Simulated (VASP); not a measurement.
# Al2Cu (I4/mmm) in VASP: further runs

Al2Cu is run at these levels: r2SCAN; tasks: single point.

All numbers are computed with VASP 6.6.1; they aren't measurements. Logs are shortened: lines on timing, memory, paths and dates and some standing lists are left out, and cuts for length are marked.

**1. The cell of the first run**

It takes space group I4/mmm (No. 139, tetragonal). Conventional cell: a = 4.055 Å, b = 4.055 Å, c = 6.307 Å, α = 90.00°, β = 90.00°, γ = 90.00°. Within 3.4 Å of Al (site symmetry -4m2) lie 4 Cu at 2.57 Å and 6 Al at 2.87 to 3.15 Å. Within 3.4 Å of Cu (site symmetry 4/mmm) lie 8 Al at 2.57 Å.

**2. Single point, r2SCAN (strain +0.1000 x Voigt [0, 0, 1, 0, 0, 0])**

POSCAR reads:

```
Al2Cu
1.0
   -2.0273575169      2.0273575169      3.1536862647
    2.0273575169     -2.0273575169      3.1536862647
    2.0273575169      2.0273575169     -3.1536862647
Al Cu
2 1
Direct
    0.7500000000      0.2500000000      0.5000000000
    0.2500000000      0.7500000000      0.5000000000
    0.5000000000      0.5000000000      0.0000000000
```

INCAR.step1 reads:

```
PREC = Accurate
ENCUT = 520
ISMEAR = 0
SIGMA = 0.15
LREAL = F
LASPH = T
NELM = 100
NBANDS = 16
GGA = PE
ALGO = Normal
EDIFF = 1E-4
LWAVE = T
LCHARG = F
```

INCAR.step2 reads:

```
PREC = Accurate
ENCUT = 520
EDIFF = 1E-6
ISMEAR = 0
SIGMA = 0.15
LREAL = F
LASPH = T
NELM = 100
ALGO = Normal
ISIF = 2
LWAVE = F
LCHARG = F
METAGGA = R2SCAN
LMIXTAU = T
NBANDS = 16
ISTART = 1
```

KPOINTS reads:

```
regular mesh
0
Gamma
  16 16 16
```

Potentials or basis: VASP PAW PBE potentials, release 64 (Al, Cu).

Started as:

```sh
$ cat potpaw_PBE.64/Al/POTCAR potpaw_PBE.64/Cu/POTCAR > POTCAR
$ cp INCAR.step1 INCAR
$ mpirun -np 1 vasp_std > vasp.out
$ cp INCAR.step2 INCAR
$ mpirun -np 1 vasp_std > vasp.out
```

OUTCAR:

```text
PREC = Accurate
   ENCUT = 520
   EDIFF = 1E-6
   ISMEAR = 0
   LREAL = F
   LASPH = T
   NELM = 100
   ISIF = 2
   METAGGA = R2SCAN
   ISTART = 1

 ion  position               nearest neighbor table
   1  0.750  0.250  0.500-   3 2.57   3 2.57   3 2.57   3 2.57   2 2.87   2 2.87   2 2.87   2 2.87
                             2 3.15   2 3.15
   2  0.250  0.750  0.500-   3 2.57   3 2.57   3 2.57   3 2.57   1 2.87   1 2.87   1 2.87   1 2.87
                             1 3.15   1 3.15
   3  0.500  0.500  0.000-   2 2.57   1 2.57   2 2.57   1 2.57   1 2.57   2 2.57   1 2.57   2 2.57

  LATTYP: Found a body centered tetragonal cell.
 ALAT       =     4.0547150338
 C/A-ratio  =     1.5555649353

  Lattice vectors:

 A1 = (  -2.0273575169,   2.0273575169,   3.1536862647)
 A2 = (   2.0273575169,  -2.0273575169,   3.1536862647)
 A3 = (   2.0273575169,   2.0273575169,  -3.1536862647)

Analysis of symmetry for initial positions (statically):
=====================================================================
 Subroutine PRICEL returns:
 Original cell was already a primitive cell.

 Routine SETGRP: Setting up the symmetry group for a
 body centered tetragonal supercell.

 Subroutine GETGRP returns: Found 16 space group operations
 (whereof 16 operations were pure point group operations)
 out of a pool of 16 trial point group operations.

The static configuration has the point symmetry D_4h.

Analysis of symmetry for dynamics (positions and initial velocities):
=====================================================================
 Subroutine PRICEL returns:
 Original cell was already a primitive cell.

 Routine SETGRP: Setting up the symmetry group for a
 body centered tetragonal supercell.

 Subroutine GETGRP returns: Found 16 space group operations
 (whereof 16 operations were pure point group operations)
 out of a pool of 16 trial point group operations.

The dynamic configuration has the point symmetry D_4h.

 Subroutine INISYM returns: Found 16 space group operations
 (whereof 16 operations are pure point group operations),
 and found     1 'primitive' translations

----------------------------------------------------------------------------------------

                                     Primitive cell

  volume of cell :      51.8489

  direct lattice vectors                    reciprocal lattice vectors
    -2.027357517  2.027357517  3.153686265     0.000000000  0.246626456  0.158544623
     2.027357517 -2.027357517  3.153686265     0.246626456  0.000000000  0.158544623
     2.027357517  2.027357517 -3.153686265     0.246626456  0.246626456  0.000000000

  length of vectors
     4.262170111  4.262170111  4.262170111     0.293191075  0.293191075  0.348782479

  position of ions in fractional coordinates (direct lattice)
     0.750000000  0.250000000  0.500000000
     0.250000000  0.750000000  0.500000000
     0.500000000  0.500000000  0.000000000

  ion indices of the primitive-cell ions
   primitive index   ion index
                 1           1
                 2           2
                 3           3

----------------------------------------------------------------------------------------

 KPOINTS: regular mesh

Automatic generation of k-mesh.
 Grid dimensions read from file:
 generate k-points for:   16   16   16

 Generating k-lattice:

  Cartesian coordinates                     Fractional coordinates (reciprocal lattice)
     0.000000000  0.015414154  0.009909039     0.062500000  0.000000000  0.000000000
     0.015414154  0.000000000  0.009909039     0.000000000  0.062500000  0.000000000
     0.015414154  0.015414154  0.000000000     0.000000000  0.000000000  0.062500000

  Length of vectors
     0.018324442  0.018324442  0.021798905

  Shift w.r.t. Gamma in fractional coordinates (k-lattice)
     0.000000000  0.000000000  0.000000000

 Subroutine IBZKPT returns following result:
 ===========================================

 Found    349 irreducible k-points:

 Following reciprocal coordinates:
            Coordinates               Weight
  0.000000  0.000000  0.000000      1.000000
  0.062500  0.000000  0.000000      8.000000
  0.125000  0.000000  0.000000      8.000000
  0.187500  0.000000 -0.000000      8.000000
  0.250000  0.000000  0.000000      8.000000
  0.312500  0.000000  0.000000      8.000000
[... 16 lines left out ...]
 -0.125000  0.062500  0.000000     16.000000
 -0.062500  0.062500  0.000000      4.000000
 [... further k-points ...]
   k-points           NKPTS =    349   k-points in BZ     NKDIM =    349   number of bands    NBANDS=     16
   number of dos      NEDOS =    301   number of ions     NIONS =      3
   total plane-waves  NPLWV =  32768
   dimension x,y,z NGX =    32 NGY =   32 NGZ =   32
   dimension x,y,z NGXF=    64 NGYF=   64 NGZF=   64
   ions per type =               2   1
   NGX,Y,Z   is equivalent  to a cutoff of  12.48, 12.48, 12.48 a.u.
   NGXF,Y,Z  is equivalent  to a cutoff of  24.96, 24.96, 24.96 a.u.
 SYSTEM =  unknown system
   PREC   = accura    normal or accurate (medium, high low for compatibility)
   ISTART =      1    job   : 0-new  1-cont  2-samecut
   ICHARG =      0    charge: 1-file 2-atom 10-const
   ISPIN  =      1    spin polarized calculation?
   LNONCOLLINEAR =      F non collinear calculations
   LSORBIT =      F    spin-orbit coupling
   LASPH  =      T    aspherical Exc in radial PAW
   ENCUT  =  520.0 eV  38.22 Ry    6.18 a.u.   7.92  7.92  7.92*2*pi/ulx,y,z
   NELM   =    100;   NELMIN=  2; NELMDL=  0     # of ELM steps
   EDIFF  = 0.1E-05   stopping-criterion for ELM
   LREAL  =      F    real-space projection
   EDIFFG = 0.1E-04   stopping-criterion for IOM
   NSW    =      0    number of steps for IOM
   IBRION =     -1    ionic relax: 0-MD 1-quasi-New 2-CG
   NFREE  =      0    steps in history (QN), initial steepest desc. (CG)
   ISIF   =      2    stress and relaxation
   ISYM   =      2    0-nonsym 1-usesym 2-fastsym
   POTIM  = 0.5000    time-step for ionic-motion
   TEBEG  =    0.0;   TEEND  =   0.0 temperature during run
   PSTRESS=    0.0 pullay stress
   NELECT =      17.0000    total number of electrons
   NUPDOWN=      -1.0000    fix difference up-down
   EMIN   =  10.00;   EMAX   =-10.00  energy-range for DOS
   EFERMI =   0.00;   METHOD = LEGACY
   ISMEAR =     0;   SIGMA  =   0.15  broadening in eV -4-tet -1-fermi 0-gaus
   EFERMI_NEDOS =   21; number of points for ismear=-14 and -15
   IALGO  =     38    algorithm
   IMIX   =      4    mixing-type and parameters
     AMIX     =   0.40;   BMIX     =  1.00
     AMIX_MAG =   1.60;   BMIX_MAG =  1.00
  volume/ion in A,a.u.               =      17.28       116.63
  Fermi-wavevector in a.u.,A,eV,Ry     =   1.128872  2.133259 17.338615  1.274352
  Thomas-Fermi vector in A             =   2.265564
   LORBIT       =      0    0 simple, 1 ext, 2 COOP (PROOUT), +10 PAW based schemes
   METAGGA = R2SCAN    functional components
   LHFCALC =     F    Hartree Fock is set to
   AEXX    =    0.0000 exact exchange contribution
   IVDW    =     0    specifies the selected vdW correction
   LEPSILON=     F    determine dielectric tensor
   LRPA    =     F    only Hartree local field effects (RPA)
 non-spin polarized calculation
 Gauss-broadening in eV      SIGMA  =   0.15
  energy-cutoff  :      520.00
  volume of cell :       51.85
 maximum number of plane-waves:      1420
   NGX = 15   NGY = 15   NGZ = 15

 number of electron      16.9999991 magnetization

 Free energy of the ion-electron system (eV)
  ---------------------------------------------------
  ext. energy  EPLUGINS =         0.00000000
  ---------------------------------------------------
  free energy    TOTEN  =       -24.71104614 eV

  energy without entropy =      -24.70009760  energy(sigma->0) =      -24.70557187

 E-fermi :   6.1190     XC(G=0): -10.8056

 val. band max:        6.1170017433   @ k =   0.4375   0.0625   0.0625
 cond. band min:       6.1218158156   @ k =   0.1875   0.1250   0.1250
 fundamental gap:      0.0048140723
 Fermi energy:         6.1190233930

 k-point     1 :       0.0000    0.0000    0.0000
  band No.  band energies     occupation
      1      -4.0840      2.00000
      2       1.7502      2.00000
      3       1.7503      2.00000
      4       1.8249      2.00000
      5       2.2052      2.00000
      6       2.3585      2.00000
[... 8 lines left out ...]
     15      12.6570      0.00000
     16      14.2838      0.00000

 k-point     2 :       0.0625    0.0000    0.0000
  band No.  band energies     occupation
      1      -4.0317      2.00000
      2       1.7362      2.00000
      3       1.7591      2.00000
      4       1.8274      2.00000
      5       2.2044      2.00000
      6       2.3556      2.00000
[... 8 lines left out ...]
     15      12.9064      0.00000
     16      13.3080      0.00000

 k-point     3 :       0.1250    0.0000    0.0000
  band No.  band energies     occupation
      1      -3.8752      2.00000
      2       1.6849      2.00000
      3       1.7838      2.00000
      4       1.8405      2.00000
      5       2.2038      2.00000
      6       2.3481      2.00000
[... 8 lines left out ...]
     15      12.5459      0.00000
     16      13.0811      0.00000

 k-point     4 :       0.1875    0.0000   -0.0000
  band No.  band energies     occupation
      1      -3.6159      2.00000
      2       1.5867      2.00000
      3       1.8200      2.00000
      4       1.8616      2.00000
      5       2.2094      2.00000
      6       2.3392      2.00000
[... 8 lines left out ...]
     15      12.6229      0.00000
     16      13.1432      0.00000

 k-point     5 :       0.2500    0.0000    0.0000
  band No.  band energies     occupation
      1      -3.2566      2.00000
      2       1.4228      2.00000
      3       1.8604      2.00000
      4       1.8794      2.00000
      5       2.2279      2.00000
      6       2.3332      2.00000
[... 8 lines left out ...]
     15      12.7869      0.00000
     16      13.9936      0.00000

 k-point     6 :       0.3125    0.0000    0.0000
  band No.  band energies     occupation
      1      -2.8028      2.00000
      2       1.1392      2.00000
      3       1.8861      2.00000
      4       1.8966      2.00000
      5       2.2597      2.00000
      6       2.3341      2.00000
[... 8 lines left out ...]
     15      13.6517      0.00000
     16      14.9789      0.00000

 k-point     7 :       0.3750    0.0000   -0.0000
  band No.  band energies     occupation
      1      -2.2663      2.00000
      2       0.6623      2.00000
      3       1.8823      2.00000
      4       1.9225      2.00000
      5       2.2905      2.00000
      6       2.3419      2.00000
[... 8 lines left out ...]
     15      14.6604      0.00000
     16      16.0390      0.00000

 k-point     8 :       0.4375    0.0000    0.0000
  band No.  band energies     occupation
      1      -1.6848      2.00000
      2       0.0437      2.00000
      3       1.8743      2.00000
      4       1.9367      2.00000
      5       2.2828      2.00000
      6       2.3515      2.00000
[... 8 lines left out ...]
     15      15.7150      0.00000
     16      17.1525      0.00000

 k-point     9 :       0.5000    0.0000    0.0000
  band No.  band energies     occupation
      1      -1.3050      2.00000
      2      -0.3642      2.00000
      3       1.8702      2.00000
      4       1.9410      2.00000
      5       2.2546      2.00000
      6       2.3558      2.00000
[... 8 lines left out ...]
     15      16.4446      0.00000
     16      17.2394      0.00000
[... 172 lines left out ...]
 k-point    19 :      -0.3750    0.0625    0.0000
  band No.  band energies     occupation
      1      -2.3821      2.00000
      2       0.8249      2.00000
      3       1.8930      2.00000
      4       1.9154      2.00000
      5       2.2936      2.00000
      6       2.3301      2.00000
[... 8 lines left out ...]
     15      14.9054      0.00000
     16      16.1724      0.00000

 k-point    20 :      -0.3125    0.0625    0.0000
  band No.  band energies     occupation
      1      -2.8967      2.00000
      2       1.2250      2.00000
      3       1.8803      2.00000
      4       1.9021      2.00000
      5       2.2600      2.00000
      6       2.3229      2.00000
[... 8 lines left out ...]
     15      13.9633      0.00000
     16      15.0977      0.00000

 k-point    21 :      -0.2500    0.0625    0.0000
  band No.  band energies     occupation
      1      -3.3238      2.00000
      2       1.4575      2.00000
      3       1.8450      2.00000
      4       1.8903      2.00000
      5       2.2328      2.00000
      6       2.3228      2.00000
[... 8 lines left out ...]
     15      13.1675      0.00000
     16      14.0884      0.00000

 k-point    22 :      -0.1875    0.0625    0.0000
  band No.  band energies     occupation
      1      -3.6542      2.00000
      2       1.5965      2.00000
      3       1.8062      2.00000
      4       1.8704      2.00000
      5       2.2180      2.00000
      6       2.3305      2.00000
[... 8 lines left out ...]
     15      12.7916      0.00000
     16      13.3247      0.00000

 k-point    23 :      -0.1250    0.0625    0.0000
  band No.  band energies     occupation
      1      -3.8837      2.00000
      2       1.6813      2.00000
      3       1.7739      2.00000
      4       1.8497      2.00000
      5       2.2123      2.00000
      6       2.3414      2.00000
[... 8 lines left out ...]
     15      12.0147      0.00000
     16      13.1683      0.00000

 k-point    24 :      -0.0625    0.0625    0.0000
  band No.  band energies     occupation
      1      -4.0099      2.00000
      2       1.7251      2.00000
      3       1.7567      2.00000
      4       1.8355      2.00000
      5       2.2091      2.00000
      6       2.3508      2.00000
[... 8 lines left out ...]
     15      12.3222      0.00000
     16      13.1341      0.00000

 [... further k-points ...]
[... 5 lines left out ...]
  --------------------------------------------------------------------------------------
  -------------------------------------------------------------------------------------
  Total       -1.8021497     -1.8021497     -4.0192433      0.0000000     -0.0000000      0.0000000
  in kB      -55.6880845    -55.6880845   -124.1983196      0.0000000     -0.0000000      0.0000000
  external PRESSURE =     -78.5248295 kB  Pullay stress =       0.0000000 kB

 VOLUME and BASIS-vectors are now :
 -----------------------------------------------------------------------------
  energy-cutoff  :      520.00
  volume of cell :       51.85
      direct lattice vectors                 reciprocal lattice vectors
    -2.027357517  2.027357517  3.153686265     0.000000000  0.246626456  0.158544623
     2.027357517 -2.027357517  3.153686265     0.246626456  0.000000000  0.158544623
     2.027357517  2.027357517 -3.153686265     0.246626456  0.246626456  0.000000000

 POSITION                                       TOTAL-FORCE (eV/Angst)
 -----------------------------------------------------------------------------------
      0.00000      2.02736      1.57684        -0.000000     -0.000000     -0.000000
      2.02736      0.00000      1.57684         0.000000     -0.000000      0.000000
      0.00000      0.00000      3.15369         0.000000      0.000000      0.000000
 -----------------------------------------------------------------------------------
    total drift:                               -0.000000      0.000000     -0.000000

  FREE ENERGIE OF THE ION-ELECTRON SYSTEM (eV)
  ---------------------------------------------------
  free  energy   TOTEN  =       -24.7110461387 eV

  energy  without entropy=      -24.7000975984  energy(sigma->0) =      -24.70557187
```

Run time: 7.5 min. Hardware: 1 thread of Intel Xeon Platinum 8488C (Sapphire Rapids), shared host; peak memory 0.41 GiB.

Results:

```
Free energy            : -24.7110 eV
Pressure               : -7.9 GPa
Band gap on the k mesh : zero (an odd number of electrons rules out a gap without spin polarisation)
```

Stress tensor (GPa, compression positive):
```
 -5.57   0.00   0.00
  0.00  -5.57   0.00
  0.00   0.00 -12.42
```

Levels at points of the mesh, in eV from the Fermi level:
| k point | band 5 | band 6 | band 7 | band 8 | band 9 | band 10 | band 11 | band 12 | band 13 | band 14 |
| --- | --- | --- | --- | --- | --- | --- | --- | --- | --- | --- |
| (0.00, 0.00, 0.00) | -3.91 | -3.76 | 2.43 | 2.49 | 2.49 | 3.32 | 3.32 | 3.55 | 4.14 | 5.39 |
| (0.50, 0.00, 0.00) | -3.86 | -3.76 | -3.69 | 0.16 | 1.06 | 2.24 | 3.17 | 4.17 | 4.80 | 9.41 |
| (0.50, 0.50, 0.00) | -3.78 | -3.74 | -3.48 | -2.48 | -1.78 | -0.14 | 1.66 | 8.97 | 8.99 | 9.64 |
| (0.50, 0.50, 0.50) | -3.90 | -3.78 | -3.66 | -1.54 | -1.54 | 0.97 | 2.18 | 9.20 | 10.93 | 10.93 |

Caveat: the cell differs from its parent crystal (strain +0.1000 x Voigt [0, 0, 1, 0, 0, 0]); the stress differs along the axes, from -12 to -6 GPa; the PAW data sets were made with another functional, which shifts forces and pressure a little.

**3. Single point, r2SCAN (strain -0.1000 x Voigt [0, 0, 1, 0, 0, 0])**

POSCAR reads:

```
Al2Cu
1.0
   -2.0273575169      2.0273575169      2.5802887621
    2.0273575169     -2.0273575169      2.5802887621
    2.0273575169      2.0273575169     -2.5802887621
Al Cu
2 1
Direct
    0.7500000000      0.2500000000      0.5000000000
    0.2500000000      0.7500000000      0.5000000000
    0.5000000000      0.5000000000      0.0000000000
```

INCAR.step1 is that of step 2.

Edit INCAR.step2 of step 2 so:

```diff
@@ -2,3 +2,3 @@
 ENCUT = 520
-EDIFF = 1E-6
+EDIFF = 1E-7
 ISMEAR = 0
```

KPOINTS reads:

```
Automatic mesh
0
Gamma
  16 16 16
```

Potentials or basis: VASP PAW PBE potentials, release 64 (Al, Cu).

Started as:

```sh
$ cat potpaw_PBE.64/Al/POTCAR potpaw_PBE.64/Cu/POTCAR > POTCAR
$ cp INCAR.step1 INCAR
$ mpirun -np 1 vasp_std > vasp.out
$ cp INCAR.step2 INCAR
$ mpirun -np 1 vasp_std > vasp.out
```

It took 33 min on 1 thread of Intel Xeon 8259CL, shared host; peak memory 0.36 GiB.

Results (log left out):

| Item | Value |
| --- | --- |
| Free energy | -24.5769 eV |
| Pressure | 14.7 GPa |
| Band gap on the k mesh | zero (an odd number of electrons rules out a gap without spin polarisation) |

Stress tensor (GPa, compression positive):
```
 8.75  0.00  0.00
 0.00  8.75  0.00
 0.00  0.00 26.59
```

Levels at points of the mesh, in eV from the Fermi level:
| k point | band 5 | band 6 | band 7 | band 8 | band 9 | band 10 | band 11 | band 12 | band 13 | band 14 |
| --- | --- | --- | --- | --- | --- | --- | --- | --- | --- | --- |
| (0.00, 0.00, 0.00) | -4.68 | -4.46 | 2.68 | 2.80 | 2.80 | 3.62 | 3.98 | 3.98 | 6.44 | 6.87 |
| (0.50, 0.00, 0.00) | -4.55 | -4.46 | -4.35 | 0.10 | 1.01 | 3.00 | 3.11 | 5.68 | 5.72 | 10.11 |
| (0.50, 0.50, 0.00) | -4.51 | -4.44 | -4.22 | -2.43 | -1.58 | 1.55 | 1.98 | 9.46 | 10.87 | 11.22 |
| (0.50, 0.50, 0.50) | -4.53 | -4.40 | -3.95 | -2.86 | -2.86 | 0.07 | 1.27 | 9.93 | 11.60 | 11.60 |

Caveat: the cell differs from its parent crystal (strain -0.1000 x Voigt [0, 0, 1, 0, 0, 0]); the stress differs along the axes, from 9 to 27 GPa; the PAW data sets were made with another functional, which shifts forces and pressure a little.
